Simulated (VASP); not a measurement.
A run of VASP 6.6.1 is set up as follows.

File INCAR:

```
ALGO = Normal ; EDIFF = 1E-8
ENCUT = 520 ; GGA = PE
ISIF = 2 ; ISMEAR = 0
ISPIN = 2 ; LASPH = T
LCHARG = F ; LEFG = T
LMAXMIX = 4 ; LORBIT = 11
LREAL = F ; LWAVE = F
MAGMOM = 1.85 1.85 ; NBANDS = 20
NELM = 150 ; PREC = Accurate
SIGMA = 0.05
```

File KPOINTS:

```
k-points
0
Gamma
  20 20 12
```

Contents of POSCAR:

```
Co
1.0
    2.4937131651      0.0000000000      0.0000000000
   -1.2468565826      2.1596189507      0.0000000000
    0.0000000000      0.0000000000      4.0300901820
Co
2
Direct
    0.3333333333      0.6666666667      0.2500000000
    0.6666666667      0.3333333333      0.7500000000
```

Potentials or basis: VASP PAW PBE potentials, release 64 (Co).

Command:

```console
$ cat potpaw_PBE.64/Co/POTCAR > POTCAR
$ mpirun -np 1 vasp_std > vasp.out
```

(1) What does it give for the pressure?

(2) Predict the site moments.

(3) Estimate the net moment.

Results:

(1) -0.7 GPa.

(2) Co +1.62 μB.

(3) 3.20 μB per cell.

Caveat: without QUAD_EFG the Cq values of the log hold for a quadrupole moment of 1 mb, not for the nuclei.
